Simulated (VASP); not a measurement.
Runs of VASP 6.6.1 on RbBr. The structure is that of space group Pm-3m (No. 221), or close to it. The cells are those of the table. 

```tsv
level	cell	smearing	gap on the mesh (eV)	pressure (GPa)
r2SCAN	a = 4.060, b = 4.060, c = 4.124 Å, 2 atoms	gaussian 0.01 eV	(b)	0.7
PBE	a = 4.060, b = 4.060, c = 4.124 Å, 2 atoms	fermi-dirac 0.02 eV	4.17	1.5
r2SCAN	a = 4.320 Å, 2 atoms	gaussian 0.01 eV	(a)	-1.7
PBE	a = 4.320 Å, 2 atoms	fermi-dirac 0.02 eV	3.66	(c)
```

Alike in all rows: task single point; potentials or basis VASP PAW PBE potentials, release 64 (Rb_sv, Br); no spin polarisation; k mesh 6 × 6 × 6; cutoff (eV) 520.

Question: Estimate the missing entries.

Answer: (a) 4.37; (b) 4.93; (c) -1.0.

Caveats: the PAW data sets were made with another functional, which shifts forces and pressure a little (some runs).

A k mesh can miss the band edges, and the runs leave out spin-orbit coupling on Br, Rb.
